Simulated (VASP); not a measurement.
# AlNi3 (R-3m) in VASP: notebook, part 2 of 2

VASP 6.6.1. The steps go on from the part before.

**3. Single point, PBEsol (10.61 Å³/atom)**

File INCAR:

```
SYSTEM = AlNi3
  PREC = Accurate
  ENCUT = 520
  EDIFF = 1E-6
  ISMEAR = 0
  SIGMA = 0.15
  LREAL = .False.
  LASPH = .True.
  NELM = 60
  ALGO = Fast
  ISIF = 2
  LWAVE = .False.
  LCHARG = .False.
  GGA = PS
  NBANDS = 24
```

File KPOINTS:

```
regular mesh
0
Gamma
  14 14 14
  0 0 0
```

File POSCAR:

```
AlNi3
1.0
    0.1359918120      2.8378158913      2.8378158913
    2.8378158913      0.1359918120      2.8378158913
    2.8378158913      2.8378158913      0.1359918120
Al Ni
1 3
Direct
    0.5000000000      0.5000000000      0.5000000000
    0.2500000000      0.2500000000      0.2500000000
    0.0000000000      0.0000000000      0.0000000000
    0.7500000000      0.7500000000      0.7500000000
```

Potentials or basis: VASP PAW PBE potentials, release 64 (Al, Ni).

Run with:

```
$ cat potpaw_PBE.64/Al/POTCAR potpaw_PBE.64/Ni/POTCAR > POTCAR
$ mpirun -np 1 vasp_std > vasp.out
```

OUTCAR:

```text
SYSTEM = AlNi3
   PREC = Accurate
   ENCUT = 520
   EDIFF = 1E-6
   ISMEAR = 0
   LREAL = .False.
   LASPH = .True.
   NELM = 60
   ISIF = 2
   GGA = PS

 ion  position               nearest neighbor table
   1  0.500  0.500  0.500-   2 2.36   2 2.36   2 2.36   4 2.36   4 2.36   4 2.36   4 2.52   2 2.52
                             3 2.77   3 2.77   3 2.77   3 2.77   3 2.77   3 2.77
   2  0.250  0.250  0.250-   3 2.36   3 2.36   3 2.36   1 2.36   1 2.36   1 2.36   3 2.52   1 2.52
                             4 2.77   4 2.77   4 2.77   4 2.77   4 2.77   4 2.77
   3  0.000  0.000  0.000-   4 2.36   4 2.36   4 2.36   2 2.36   2 2.36   2 2.36   4 2.52   2 2.52
                             1 2.77   1 2.77   1 2.77   1 2.77   1 2.77   1 2.77
   4  0.750  0.750  0.750-   1 2.36   1 2.36   1 2.36   3 2.36   3 2.36   3 2.36   3 2.52   1 2.52
                             2 2.77   2 2.77   2 2.77   2 2.77   2 2.77   2 2.77

  LATTYP: Found a trigonal (rhomboedric) cell.
 ALAT       =     4.0155811334
 COS(alpha) =     0.5472928793

  Lattice vectors:

 A1 = (   0.1359918120,   2.8378158913,   2.8378158913)
 A2 = (   2.8378158913,   0.1359918120,   2.8378158913)
 A3 = (   2.8378158913,   2.8378158913,   0.1359918120)

Analysis of symmetry for initial positions (statically):
=====================================================================
 Subroutine PRICEL returns:
 Original cell was already a primitive cell.

 Routine SETGRP: Setting up the symmetry group for a
 trigonal (rhombohedral) supercell.

 Subroutine GETGRP returns: Found 12 space group operations
 (whereof 12 operations were pure point group operations)
 out of a pool of 12 trial point group operations.

The static configuration has the point symmetry D_3d.

Analysis of symmetry for dynamics (positions and initial velocities):
=====================================================================
 Subroutine PRICEL returns:
 Original cell was already a primitive cell.

 Routine SETGRP: Setting up the symmetry group for a
 trigonal (rhombohedral) supercell.

 Subroutine GETGRP returns: Found 12 space group operations
 (whereof 12 operations were pure point group operations)
 out of a pool of 12 trial point group operations.

The dynamic configuration has the point symmetry D_3d.

 Subroutine INISYM returns: Found 12 space group operations
 (whereof 12 operations are pure point group operations),
 and found     1 'primitive' translations

----------------------------------------------------------------------------------------

                                     Primitive cell

  volume of cell :      42.4240

  direct lattice vectors                    reciprocal lattice vectors
     0.135991812  2.837815891  2.837815891    -0.189390563  0.180729759  0.180729759
     2.837815891  0.135991812  2.837815891     0.180729759 -0.189390563  0.180729759
     2.837815891  2.837815891  0.135991812     0.180729759  0.180729759 -0.189390563

  length of vectors
     4.015581133  4.015581133  4.015581133     0.318112051  0.318112051  0.318112051

  position of ions in fractional coordinates (direct lattice)
     0.500000000  0.500000000  0.500000000
     0.250000000  0.250000000  0.250000000
     0.000000000  0.000000000  0.000000000
     0.750000000  0.750000000  0.750000000

[... 34 lines left out ...]
            Coordinates               Weight
  0.000000  0.000000  0.000000      1.000000
  0.071429  0.000000 -0.000000      6.000000
  0.142857  0.000000  0.000000      6.000000
  0.214286  0.000000 -0.000000      6.000000
  0.285714  0.000000  0.000000      6.000000
  0.357143 -0.000000 -0.000000      6.000000
[... 16 lines left out ...]
  0.214286  0.142857 -0.000000     12.000000
  0.285714  0.142857  0.000000     12.000000
 [... further k-points ...]
   k-points           NKPTS =    288   k-points in BZ     NKDIM =    288   number of bands    NBANDS=     24
   number of dos      NEDOS =    301   number of ions     NIONS =      4
   total plane-waves  NPLWV =  27000
   dimension x,y,z NGX =    30 NGY =   30 NGZ =   30
   dimension x,y,z NGXF=    60 NGYF=   60 NGZF=   60
   ions per type =               1   3
   NGX,Y,Z   is equivalent  to a cutoff of  12.42, 12.42, 12.42 a.u.
   NGXF,Y,Z  is equivalent  to a cutoff of  24.84, 24.84, 24.84 a.u.
 SYSTEM =  AlNi3
   PREC   = accura    normal or accurate (medium, high low for compatibility)
   ISTART =      0    job   : 0-new  1-cont  2-samecut
   ICHARG =      2    charge: 1-file 2-atom 10-const
   ISPIN  =      1    spin polarized calculation?
   LNONCOLLINEAR =      F non collinear calculations
   LSORBIT =      F    spin-orbit coupling
   LASPH  =      T    aspherical Exc in radial PAW
   ENCUT  =  520.0 eV  38.22 Ry    6.18 a.u.   7.47  7.47  7.47*2*pi/ulx,y,z
   NELM   =     60;   NELMIN=  2; NELMDL= -5     # of ELM steps
   EDIFF  = 0.1E-05   stopping-criterion for ELM
   LREAL  =      F    real-space projection
   EDIFFG = 0.1E-04   stopping-criterion for IOM
   NSW    =      0    number of steps for IOM
   IBRION =     -1    ionic relax: 0-MD 1-quasi-New 2-CG
   NFREE  =      0    steps in history (QN), initial steepest desc. (CG)
   ISIF   =      2    stress and relaxation
   ISYM   =      2    0-nonsym 1-usesym 2-fastsym
   POTIM  = 0.5000    time-step for ionic-motion
   TEBEG  =    0.0;   TEEND  =   0.0 temperature during run
   PSTRESS=    0.0 pullay stress
   NELECT =      33.0000    total number of electrons
   NUPDOWN=      -1.0000    fix difference up-down
   EMIN   =  10.00;   EMAX   =-10.00  energy-range for DOS
   EFERMI =   0.00;   METHOD = LEGACY
   ISMEAR =     0;   SIGMA  =   0.15  broadening in eV -4-tet -1-fermi 0-gaus
   EFERMI_NEDOS =   21; number of points for ismear=-14 and -15
   IALGO  =     68    algorithm
   IMIX   =      4    mixing-type and parameters
     AMIX     =   0.40;   BMIX     =  1.00
     AMIX_MAG =   1.60;   BMIX_MAG =  1.00
  volume/ion in A,a.u.               =      10.61        71.57
  Fermi-wavevector in a.u.,A,eV,Ry     =   1.505598  2.845167 30.842018  2.266824
  Thomas-Fermi vector in A             =   2.616425
   LORBIT       =      0    0 simple, 1 ext, 2 COOP (PROOUT), +10 PAW based schemes
   GGA     = PS    functional components
   LHFCALC =     F    Hartree Fock is set to
   AEXX    =    0.0000 exact exchange contribution
   IVDW    =     0    specifies the selected vdW correction
   LEPSILON=     F    determine dielectric tensor
   LRPA    =     F    only Hartree local field effects (RPA)
 non-spin polarized calculation
 RMM-DIIS sequential band-by-band and
 Gauss-broadening in eV      SIGMA  =   0.15
  energy-cutoff  :      520.00
  volume of cell :       42.42
 maximum number of plane-waves:      1156
 NGX is ok and might be reduce to    30
   NGX = 15   NGY = 15   NGZ = 15

 number of electron      32.9999996 magnetization

 Free energy of the ion-electron system (eV)
  ---------------------------------------------------
  ext. energy  EPLUGINS =         0.00000000
  ---------------------------------------------------
  free energy    TOTEN  =       -23.90994197 eV

  energy without entropy =      -23.88112961  energy(sigma->0) =      -23.89553579

 E-fermi :  10.3253     XC(G=0): -13.1592

 val. band max:       10.3252204602   @ k =  -0.2857   0.5000   0.2143
 cond. band min:      10.3266037450   @ k =   0.5000   0.1429   0.0714
 fundamental gap:      0.0013832848
 Fermi energy:        10.3253494827

 k-point     1 :       0.0000    0.0000    0.0000
  band No.  band energies     occupation
      1      -0.1456      2.00000
      2       6.5053      2.00000
      3       6.5053      2.00000
      4       6.5350      2.00000
      5       6.7292      2.00000
      6       6.7292      2.00000
[... 637 lines left out ...]
     23      18.3349      0.00000
     24      20.1362      0.00000

 [... further k-points ...]

------------------------ aborting loop because EDIFF is reached ----------------------------------------

  FORCE on cell =-STRESS in cart. coord.  units (eV):
  Direction    XX          YY          ZZ          XY          YZ          ZX
  --------------------------------------------------------------------------------------
  -------------------------------------------------------------------------------------
  Total        2.2030880      2.2030880      2.2030880     -1.8880311     -1.8880311     -1.8880311
  in kB       83.2014337     83.2014337     83.2014337    -71.3030511    -71.3030511    -71.3030511
  external PRESSURE =      83.2014337 kB  Pullay stress =       0.0000000 kB

 VOLUME and BASIS-vectors are now :
 -----------------------------------------------------------------------------
  energy-cutoff  :      520.00
  volume of cell :       42.42
      direct lattice vectors                 reciprocal lattice vectors
     0.135991812  2.837815891  2.837815891    -0.189390563  0.180729759  0.180729759
     2.837815891  0.135991812  2.837815891     0.180729759 -0.189390563  0.180729759
     2.837815891  2.837815891  0.135991812     0.180729759  0.180729759 -0.189390563

 POSITION                                       TOTAL-FORCE (eV/Angst)
 -----------------------------------------------------------------------------------
      2.90581      2.90581      2.90581        -0.000000      0.000000      0.000000
      1.45291      1.45291      1.45291        -0.046206     -0.046206     -0.046206
      0.00000      0.00000      0.00000        -0.000000      0.000000      0.000000
      4.35872      4.35872      4.35872         0.046206      0.046206      0.046206
 -----------------------------------------------------------------------------------
    total drift:                                0.000000     -0.000000      0.000000

  FREE ENERGIE OF THE ION-ELECTRON SYSTEM (eV)
  ---------------------------------------------------
  free  energy   TOTEN  =       -23.9099419668 eV

  energy  without entropy=      -23.8811296088  energy(sigma->0) =      -23.89553579
```

OSZICAR:

```text
N       E                     dE             d eps       ncg     rms          rms(c)
DAV:   1     0.186725117933E+03    0.18673E+03   -0.14232E+04 14040   0.178E+03
DAV:   2    -0.188271607586E+02   -0.20555E+03   -0.19351E+03 13896   0.323E+02
DAV:   3    -0.277858255632E+02   -0.89587E+01   -0.85659E+01 16688   0.927E+01
DAV:   4    -0.279212369646E+02   -0.13541E+00   -0.13533E+00 16680   0.997E+00
DAV:   5    -0.279256618755E+02   -0.44249E-02   -0.44248E-02 17880   0.166E+00    0.200E+01
RMM:   6    -0.272785719896E+02    0.64709E+00   -0.38656E+01 15157   0.733E+01    0.170E+01
RMM:   7    -0.240948343455E+02    0.31837E+01   -0.10482E+01 14099   0.407E+01    0.586E+00
RMM:   8    -0.243051861218E+02   -0.21035E+00   -0.74076E-01 14968   0.952E+00    0.716E+00
RMM:   9    -0.239275808029E+02    0.37761E+00   -0.27170E-01 14988   0.610E+00    0.915E-01
RMM:  10    -0.239111798206E+02    0.16401E-01   -0.34770E-02 14908   0.161E+00    0.454E-01
RMM:  11    -0.239097531636E+02    0.14267E-02   -0.92739E-03 16934   0.931E-01    0.177E-01
RMM:  12    -0.239100299253E+02   -0.27676E-03   -0.24908E-03 16150   0.528E-01    0.139E-01
RMM:  13    -0.239099094341E+02    0.12049E-03   -0.10660E-03 17022   0.307E-01    0.348E-02
RMM:  14    -0.239099373014E+02   -0.27867E-04   -0.34387E-04 18618   0.127E-01    0.136E-02
RMM:  15    -0.239099416099E+02   -0.43085E-05   -0.56985E-05 18953   0.447E-02    0.672E-03
RMM:  16    -0.239099419668E+02   -0.35694E-06   -0.55846E-06 12468   0.170E-02
   1 F= -.23909942E+02 E0= -.23895536E+02  d E =-.288124E-01
```

Wall time 3.1 min (1 thread of Intel Xeon 6975P-C (Granite Rapids), shared host); peak memory 0.35 GiB.

What came out:

| Property | Result |
| --- | --- |
| Free energy | -23.9099 eV |
| Pressure | 8.3 GPa |
| Largest force | 0.080 eV/Å |
| Band gap on the k mesh | zero (an odd number of electrons rules out a gap without spin polarisation) |

Forces on the atoms (eV/Å):
```
Al   0.000  0.000  0.000
Ni  -0.046 -0.046 -0.046
Ni   0.000  0.000  0.000
Ni   0.046  0.046  0.046
```

Caveat: the cell stands under pressure; the PAW data sets were made with another functional, which shifts forces and pressure a little. Spin polarisation is off, so any magnetic state and its effect on volume and gap are missing.

**4. Single point, PBEsol (10.61 Å³/atom)**

File INCAR:

```
PREC     = Accurate       # precision mode
ENCUT    = 520            # plane-wave cutoff, eV
EDIFF    = 1E-6           # SCF threshold, eV
ISMEAR   = 0              # smearing method
SIGMA    = 0.15           # smearing width, eV
LREAL    = False          # projectors in reciprocal space
LASPH    = True           # aspherical terms in the spheres
NELM     = 100            # most SCF steps
ALGO     = Fast           # electronic algorithm
ISIF     = 2              # what is computed and relaxed
LWAVE    = False          # write WAVECAR
LCHARG   = False          # write CHGCAR
GGA      = PS             # functional
NBANDS   = 24             # bands
```

File KPOINTS:

```
regular mesh
0
Gamma
  14 14 14
```

File POSCAR:

```
AlNi3
1.0
    0.2754850475      2.9125467662      2.9125467662
    2.9125467662      0.2754850475      2.9125467662
    2.9125467662      2.9125467662      0.2754850475
Al Ni
1 3
Direct
    0.5000000000      0.5000000000      0.5000000000
    0.2500000000      0.2500000000      0.2500000000
    0.0000000000      0.0000000000      0.0000000000
    0.7500000000      0.7500000000      0.7500000000
```

Run with:

```
$ cat potpaw_PBE.64/Al/POTCAR potpaw_PBE.64/Ni/POTCAR > POTCAR
$ mpirun -np 1 vasp_std > vasp.out
```

Run time: 2.4 min. Hardware: 1 thread of Intel Xeon 6975P-C (Granite Rapids), shared host; peak memory 0.37 GiB.

The run converged. Its results:

* Free energy: -23.5317 eV
* Pressure: 11.6 GPa
* Largest force: 0.120 eV/Å
* Band gap on the k mesh: zero (an odd number of electrons rules out a gap without spin polarisation)

Forces on the atoms (eV/Å):
```
Al   0.000  0.000  0.000
Ni  -0.069 -0.069 -0.069
Ni   0.000  0.000  0.000
Ni   0.069  0.069  0.069
```

Stress tensor (GPa, compression positive):
```
 11.57 -12.15 -12.15
-12.15  11.57 -12.15
-12.15 -12.15  11.57
```

Levels at points of the mesh, in eV from the Fermi level:
```tsv
k point	band 14	band 15	band 16	band 17	band 18	band 19
(0.00, 0.00, 0.00)	-0.64	-0.40	-0.40	3.72	4.70	6.32
(0.50, 0.00, 0.00)	-0.53	-0.53	-0.45	-0.13	3.65	4.23
(0.50, 0.50, 0.00)	-0.66	-0.56	-0.47	-0.28	-0.24	-0.04
(0.50, 0.50, 0.50)	-0.57	-0.40	-0.40	-0.17	5.33	5.33
```

Caveat: the cell stands under pressure; the PAW data sets were made with another functional, which shifts forces and pressure a little. Spin polarisation is off, so any magnetic state and its effect on volume and gap are missing.

**5. Single point, PBEsol (10.61 Å³/atom)**

File INCAR:

```
  ALGO = Fast
  EDIFF = 1E-6
  ENCUT = 520
  GGA = PS
  ISIF = 2
  ISMEAR = 0
  LASPH = True
  LCHARG = True
  LELF = True
  LREAL = False
  LVHAR = True
  LWAVE = False
  NBANDS = 24
  NELM = 80
  PREC = Accurate
  SIGMA = 0.15
```

File KPOINTS:

```
k-points
0
Gamma
  14 14 14
```

File POSCAR:

```
AlNi3
1.0
   -0.2624945211      2.6433488862      2.6433488862
    2.6433488862     -0.2624945211      2.6433488862
    2.6433488862      2.6433488862     -0.2624945211
Al Ni
1 3
Direct
    0.5000000000      0.5000000000      0.5000000000
    0.2500000000      0.2500000000      0.2500000000
    0.0000000000      0.0000000000      0.0000000000
    0.7500000000      0.7500000000      0.7500000000
```

Run with:

```
$ cat potpaw_PBE.64/Al/POTCAR potpaw_PBE.64/Ni/POTCAR > POTCAR
$ mpirun -np 1 vasp_std > vasp.out
```

Run time: 2.3 min. Hardware: 1 thread of Intel Xeon 6975P-C (Granite Rapids), shared host; peak memory 0.35 GiB.

It converged, with:

```
Free energy            : -23.3007 eV
Pressure               : 13.3 GPa
Largest force          : 0.272 eV/Å
Band gap on the k mesh : zero (an odd number of electrons rules out a gap without spin polarisation)
```

Forces in eV/Å, atoms in the order of the input:
```
Al   0.000  0.000  0.000
Ni   0.157  0.157  0.157
Ni   0.000  0.000  0.000
Ni  -0.157 -0.157 -0.157
```

Stress tensor (GPa, compression positive):
```
13.32 21.11 21.11
21.11 13.32 21.11
21.11 21.11 13.32
```

Levels at points of the mesh, in eV from the Fermi level:
```csv
k point,band 14,band 15,band 16,band 17,band 18,band 19
"(0.00, 0.00, 0.00)",-0.66,-0.43,-0.43,4.94,4.94,5.63
"(0.50, 0.00, 0.00)",-0.66,-0.47,-0.42,-0.14,4.54,4.57
"(0.50, 0.50, 0.00)",-0.64,-0.52,-0.42,-0.41,-0.18,-0.05
"(0.50, 0.50, 0.50)",-0.94,-0.39,-0.39,-0.12,3.60,3.60
```

Caveat: the cell stands under pressure; the PAW data sets were made with another functional, which shifts forces and pressure a little. Spin polarisation is off, so any magnetic state and its effect on volume and gap are missing.

**6. Single point, PBEsol (10.78 Å³/atom)**

This run uses another cell than the first one, of 10.78 Å³/atom.

File INCAR:

```
ALGO = Fast ; EDIFF = 1E-7
ENCUT = 520 ; GGA = PS
ISIF = 2 ; ISMEAR = 0
LASPH = True ; LCHARG = False
LREAL = False ; LWAVE = False
NBANDS = 24 ; NELM = 80
PREC = Accurate ; SIGMA = 0.15
```

KPOINTS is that of step 5.

File POSCAR:

```
AlNi3
1.0
    0.3485674314      2.9680621563      2.9680621563
    2.9680621563      0.3485674314      2.9680621563
    2.9680621563      2.9680621563      0.3485674314
Al Ni
1 3
Direct
    0.5000000000      0.5000000000      0.5000000000
    0.2500000000      0.2500000000      0.2500000000
    0.0000000000      0.0000000000      0.0000000000
    0.7500000000      0.7500000000      0.7500000000
```

Potentials or basis: VASP PAW PBE potentials, release 64 (Al, Ni).

Run with:

```
$ cat potpaw_PBE.64/Al/POTCAR potpaw_PBE.64/Ni/POTCAR > POTCAR
$ mpirun -np 1 vasp_std > vasp.out
```

Wall time 2.7 min (1 thread of Intel Xeon 6975P-C (Granite Rapids), shared host); peak memory 0.37 GiB.

It converged, with:

- Free energy: -23.3310 eV
- Pressure: 9.9 GPa
- Largest force: 0.113 eV/Å
- Band gap on the k mesh: zero (an odd number of electrons rules out a gap without spin polarisation)

Forces on the atoms (eV/Å):
```
Al   0.000  0.000  0.000
Ni  -0.065 -0.065 -0.065
Ni   0.000  0.000  0.000
Ni   0.065  0.065  0.065
```

Stress tensor (GPa, compression positive):
```
  9.86 -13.18 -13.18
-13.18   9.86 -13.18
-13.18 -13.18   9.86
```

Levels at points of the mesh, in eV from the Fermi level:
```csv
k point,band 14,band 15,band 16,band 17,band 18,band 19
"(0.00, 0.00, 0.00)",-0.65,-0.33,-0.33,3.21,4.20,6.48
"(0.50, 0.00, 0.00)",-0.52,-0.47,-0.44,-0.13,3.38,3.93
"(0.50, 0.50, 0.00)",-0.67,-0.59,-0.24,-0.23,-0.20,-0.04
"(0.50, 0.50, 0.50)",-0.54,-0.33,-0.33,-0.16,5.53,5.53
```

Caveat: the cell stands under pressure; the PAW data sets were made with another functional, which shifts forces and pressure a little.

**7. Summary**

| cell | further INCAR settings | gap on the mesh (eV) | pressure (GPa) | largest force (eV/Å) |
| --- | --- | --- | --- | --- |
| a = 3.826 Å, angles 63.2°, 4 atoms | ALGO = Fast; EDIFF = 1e-06; NBANDS = 24 | none | 8.5 | 0.12 |
| a = 4.016 Å, angles 56.8°, 4 atoms | ALGO = Fast; EDIFF = 1e-06; NBANDS = 24 | none | 8.3 | 0.08 |
| a = 4.128 Å, angles 53.7°, 4 atoms | ALGO = Fast; EDIFF = 1e-06; NBANDS = 24 | none | 11.6 | 0.12 |
| a = 3.747 Å, angles 66.5°, 4 atoms | ALGO = Fast; EDIFF = 1e-06; NBANDS = 24 | none | 13.3 | 0.27 |
| a = 4.212 Å, angles 52.2°, 4 atoms | ALGO = Fast; EDIFF = 1e-07; NBANDS = 24 | none | 9.9 | 0.11 |

Alike in all rows: task single point; level PBEsol; potentials or basis VASP PAW PBE potentials, release 64 (Al, Ni); no spin polarisation; k mesh 14 × 14 × 14; cutoff (eV) 520; smearing gaussian 0.15 eV.

Caveats: the cell stands under pressure; the PAW data sets were made with another functional, which shifts forces and pressure a little.

Absolute energies hang on the potentials; compare differences alone.
